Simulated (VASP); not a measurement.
# PbS: single point with r2SCAN

Crystal: PbS.

```
Pb S
1.0
     0.00000    3.15950    3.15950
     2.96500    0.19450    2.96500
     2.96500    2.96500    0.19450
Pb S
1 1
Cartesian
  0.0000 0.0000 0.0000
  2.9650 3.1595 3.1595
```

This cell differs from its parent crystal: strain +0.1312 x Voigt [0, 0, 0, 1, 0, 0].

```json
{
 "Program": "VASP 6.6.1",
 "Task": "single point",
 "Functional": "r2SCAN",
 "Potentials or basis": "VASP PAW PBE potentials, release 64 (Pb_d, S)",
 "Cutoff": "520 eV",
 "k mesh": "8 × 8 × 8",
 "Occupations": "gaussian, width 0.05 eV",
 "Spin": "no spin polarisation"
}
```

| Property | Result |
| --- | --- |
| Pressure | 1.2 GPa |
| Band gap on the k mesh | zero (bands 10 and 11 overlap by 0.13 eV) |

Stress tensor (GPa, compression positive):
```
 0.86  0.00  0.00
 0.00  1.34 -2.60
 0.00 -2.60  1.34
```

Levels at points of the mesh, in eV from the Fermi level:
| k point | band 7 | band 8 | band 9 | band 10 | band 11 | band 12 | band 13 | band 14 |
| --- | --- | --- | --- | --- | --- | --- | --- | --- |
| (0.00, 0.00, 0.00) | -6.38 | -2.95 | -2.54 | -1.95 | 5.25 | 5.48 | 5.60 | 6.16 |
| (0.50, 0.00, 0.00) | -9.55 | -2.09 | -1.72 | 0.06 | 0.66 | 2.31 | 2.72 | 8.85 |
| (0.00, 0.50, 0.00) | -9.04 | -2.33 | -2.15 | -0.44 | -0.06 | 1.55 | 1.96 | 9.06 |
| (0.50, 0.50, 0.00) | -7.50 | -5.55 | -3.77 | -3.76 | 4.00 | 4.84 | 5.96 | 6.47 |
| (0.00, 0.50, 0.50) | -7.66 | -5.57 | -4.36 | -3.08 | 4.22 | 5.80 | 5.97 | 6.09 |

Wall time 6.4 min on 1 thread of AMD EPYC 7R13 Processor (Zen 3) (shared host), peak memory 0.21 GiB.

Caveat: the cell differs from its parent crystal (strain +0.1312 x Voigt [0, 0, 0, 1, 0, 0]); semilocal functionals underestimate gaps, and a narrow one can read as zero; the PAW data sets were made with another functional, which shifts forces and pressure a little; spin-orbit coupling is left out, which moves the levels of the heavy elements.
